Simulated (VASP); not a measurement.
Here is a VASP 6.6.1 calculation.

The input INCAR:

```
PREC = Accurate
ENCUT = 520
EDIFF = 1E-6
ISMEAR = -1
SIGMA = 0.03
LREAL = False
LASPH = True
NELM = 60
ALGO = Normal
ISIF = 2
LWAVE = False
LCHARG = False
NBANDS = 8
```

Contents of KPOINTS:

```
Automatic mesh
0
Gamma
  17 17 17
```

POSCAR

```
Al
1.0
    0.0000000000      2.0172107856      2.0172107856
    2.0172107856      0.0000000000      2.0172107856
    2.0172107856      2.0172107856      0.0000000000
Al
1
Direct
    0.0000000000      0.0000000000      0.0000000000
```

Potentials or basis: VASP PAW LDA potentials, release 64 (Al).

Run with:

```sh
$ cat potpaw_LDA.64/Al/POTCAR > POTCAR
$ mpirun -np 1 vasp_std > vasp.out
```

(1) What does it give for the pressure?

(2) Predict the band gap on the k mesh.

Results:

(1) -2.9 GPa.

(2) zero (an odd number of electrons rules out a gap without spin polarisation).
